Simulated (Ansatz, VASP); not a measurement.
# RbZn2 in VASP and in Ansatz

Contents of INCAR:

```
PREC = Accurate
ENCUT = 600
EDIFF = 1E-6
ISMEAR = 0
SIGMA = 0.1
LREAL = F
LASPH = T
NELM = 80
ALGO = Fast
ISIF = 3
LWAVE = F
LCHARG = F
GGA = PE
IBRION = 2
NSW = 90
EDIFFG = -0.04
```

The input KPOINTS:

```
regular mesh
0
Gamma
  6 6 6
```

Contents of POSCAR:

```
RbZn2
1.0
    5.0275113573      0.0000000000      0.0000000000
   -2.5137556786      4.3539525533      0.0000000000
    0.0000000000      0.0000000000      3.1959414621
Rb Zn
1 2
Direct
    0.0000000000      0.0000000000      0.0000000000
    0.3333333333      0.6666666667      0.5000000000
    0.6666666667      0.3333333333      0.5000000000
```

Input for Ansatz:

```yaml
crystal:
  lattice:
    - [5.0275113573, 0.0, 0.0]
    - [-2.5137556786, 4.3539525533, 0.0]
    - [0.0, 0.0, 3.1959414621]
  atoms:
    - { symbol: Rb, position: [0.0, 0.0, 0.0] }
    - { symbol: Zn, position: [0.3333333333, 0.6666666667, 0.5] }
    - { symbol: Zn, position: [0.6666666667, 0.3333333333, 0.5] }
basis:
  ecutwfc: 420
kpoints:
  mp_grid: { grid: [6, 6, 6] }
hamiltonian:
  xc: pbe
scf:
  occupations: { method: gaussian, width: 0.1 }
  lower_state_search: "off"
output:
  forces: true
  stress: true
  eigenvalues: true
relax:
  adjacent_minimum: "off"
  f_tol: 0.04
  max_steps: 70
  cell: { stress_tol: 0.4 }
```

Alike in both runs: task relaxation of cell and atoms; functional PBE; k mesh 6 × 6 × 6; occupations gaussian, width 0.1 eV; no spin polarisation.

```csv
,VASP,Ansatz
version,VASP 6.6.1,Ansatz 0.2.0
potentials or method,"VASP PAW PBE potentials, release 64 (Rb_sv, Zn), cutoff 600 eV","scalar-relativistic, plane waves, PAW"
valence electrons in the cell,33,33
```

```tsv
	VASP	Ansatz	Ansatz less VASP
gap on the k mesh at the Fermi level, each at its own relaxed structure (eV)	none	none	-
relaxed volume (Å³/atom)	31.04	32.11	+1.070
relaxed length of the cell vector where the two differ most in proportion (Å)	5.197	5.526	+0.3290
```

A gap of «none» marks a metal or a gap that the smearing closes. One of these differences is far larger than is usual between the two programs; its cause wasn't traced.

Noted on VASP's run: the volume moved by over 15 % at a fixed basis, so the end points are rough.
